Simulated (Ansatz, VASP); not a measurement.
**Two plane-wave programs on WS2**

```
W S
1.0
     1.58589    0.91561    6.23747
    -1.58589    0.91561    6.23747
     0.00000   -1.83122    6.23747
W S
1 2
Direct
  0.99999 0.99999 0.99999
  0.41680 0.41680 0.41680
  0.24988 0.24988 0.24988
```

Alike in both runs: task single point; functional r2SCAN; k mesh 10 × 10 × 10; no spin polarisation.

```csv
,VASP,Ansatz
version,VASP 6.6.1,Ansatz 0.2.0
potentials or method,"VASP PAW PBE potentials, release 64 (W_sv, S)","plane waves, PAW"
plane-wave cutoff (eV),520,500
occupations,"gaussian, width 0.01 eV",fixed
valence electrons in the cell,26,26
```

Ansatz gave:

```
gap on the k mesh at the Fermi level (eV)                     : 1.24
pressure (GPa)                                                : 1.2
traceless stress, the component that is largest in VASP (GPa) : -0.13
rms of the force components (eV/Å)                            : 0.025
```

What did VASP give for the same quantities?

gap on the k mesh at the Fermi level (eV): 1.25; pressure (GPa): 1.4; traceless stress, the component that is largest in VASP (GPa): -0.19; rms of the force components (eV/Å): 0.015.

VASP's potentials were made for PBE, not for r2SCAN. Atom by atom the forces differ by 0.011 eV/Å (rms over components).

Neither program's run includes spin-orbit coupling.
